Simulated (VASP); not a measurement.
A run of VASP 6.6.1 is set up as follows.

INCAR

```
  PREC = Accurate
  ENCUT = 520
  EDIFF = 1E-7
  ISMEAR = 0
  SIGMA = 0.1
  LREAL = F
  LASPH = T
  NELM = 60
  ALGO = Fast
  ISIF = 2
  LWAVE = F
  LCHARG = F
  GGA = PE
  NBANDS = 34
```

Contents of KPOINTS:

```
regular mesh
0
Gamma
  12 12 6
```

The input POSCAR:

```
Hf3B2Ru
1.0
    4.7491346205      0.0000000000      0.0000000000
   -2.3745673103      4.1128712273      0.0000000000
    0.0000000000      0.0000000000      8.5785167506
Hf B Ru
3 2 1
Direct
    0.0000000000      0.0000000000      0.0000000000
    0.3333333333      0.6666666667      0.5000000000
    0.6666666667      0.3333333333      0.5000000000
    0.0000000000      0.0000000000      0.2689322130
    0.0000000000      0.0000000000      0.7310677870
    0.0000000000      0.0000000000      0.5000000000
```

Potentials or basis: VASP PAW PBE potentials, release 64 (Hf_pv, B, Ru_pv).

The run is started by

```console
$ cat potpaw_PBE.64/Hf_pv/POTCAR potpaw_PBE.64/B/POTCAR potpaw_PBE.64/Ru_pv/POTCAR > POTCAR
$ mpirun -np 1 vasp_std > vasp.out
```

**Question.** Predict the largest force.

**Answer.** 0.006 eV/Å.

**Question.** Estimate the pressure.

**Answer.** -0.3 GPa.

**Question.** Predict the band gap on the k mesh.

**Answer.** Zero (bands 25 and 26 overlap by 0.51 eV).

Forces on the atoms (eV/Å):
```
Hf   0.000  0.000  0.000
Hf   0.000  0.000  0.000
Hf   0.000  0.000  0.000
B    0.000  0.000 -0.006
B    0.000  0.000  0.006
Ru   0.000  0.000  0.000
```

Caveat: spin-orbit coupling is left out, which moves the levels of the heavy elements.
